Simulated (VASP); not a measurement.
NaI, 2 atoms in the cell. It takes space group Fm-3m (No. 225, cubic). Conventional cell: a = 6.600 Å, b = 6.600 Å, c = 6.600 Å, α = 90.00°, β = 90.00°, γ = 90.00°. Within 4.3 Å of I (site symmetry m-3m) lie 6 Na at 3.30 Å. Na (site symmetry m-3m) has 6 I at 3.30 Å within 4.3 Å. 

- Program: VASP 6.6.1
- Task: single point
- Functional: HSE06
- Potentials or basis: VASP PAW PBE potentials, release 64 (I, Na_pv)
- Cutoff: 520 eV
- k mesh: 4 × 4 × 4
- Occupations: fermi-dirac, width 0.05 eV
- Spin: no spin polarisation
- Dipole correction: no
- Grid for exact exchange (PRECFOCK): Normal
- Further INCAR settings: ALGO = Normal; EDIFF = 1e-07; NBANDS = 14
- Share of exact exchange: 0.25
- Screening parameter: 0.2079 1/Å

Potentials or basis: VASP PAW PBE potentials, release 64 (I, Na_pv).

Command:

```bash
$ cat potpaw_PBE.64/I/POTCAR potpaw_PBE.64/Na_pv/POTCAR > POTCAR
$ cp INCAR.step1 INCAR
$ mpirun -np 1 vasp_std > vasp.out
$ cp INCAR.step2 INCAR
$ mpirun -np 1 vasp_std > vasp.out
```

Hardware: 1 thread of AMD EPYC 9R45 96-Core Processor (Zen 5) (shared host).

Task: Estimate the wall time of this run.

Result: Wall time 6.1 min on 1 thread of AMD EPYC 9R45 96-Core Processor (Zen 5) (shared host), peak memory 0.29 GiB. Counts: k points 8.
